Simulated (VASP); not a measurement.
Here is a VASP 6.6.1 calculation.

File INCAR:

```
  PREC = Accurate
  ENCUT = 520
  EDIFF = 1E-7
  ISMEAR = 0
  SIGMA = 0.05
  LREAL = False
  LASPH = True
  NELM = 100
  ALGO = Normal
  ISIF = 2
  LWAVE = False
  LCHARG = False
  GGA = PS
  NBANDS = 11
```

The input KPOINTS:

```
regular mesh
0
Gamma
  10 10 10
```

Contents of POSCAR:

```
AlN
1.0
   -0.0202227203      2.0020493127      2.0020493127
    2.0020493127     -0.0202227203      2.0020493127
    2.0222720330      2.0222720330     -0.0404454407
Al N
1 1
Direct
    0.5000000000      0.5000000000      0.5000000000
    0.0000000000      0.0000000000      0.0000000000
```

Potentials or basis: VASP PAW PBE potentials, release 64 (Al, N).

Run with:

```bash
$ cat potpaw_PBE.64/Al/POTCAR potpaw_PBE.64/N/POTCAR > POTCAR
$ mpirun -np 1 vasp_std > vasp.out
```

Task: What does it give for the band gap on the k mesh?

Result: 4.20 eV, indirect (least direct gap 5.43 eV).

Task: Predict the pressure.

Result: 0.1 GPa.

Stress tensor (GPa, compression positive):
```
 0.09 -0.18  6.24
-0.18  0.09  6.24
 6.24  6.24  0.26
```

Caveat: the cell differs from its parent crystal (engineering shear strain xz -0.0200, engineering shear strain yz -0.0200); the PAW data sets were made with another functional, which shifts forces and pressure a little. A k mesh can miss the band edges.
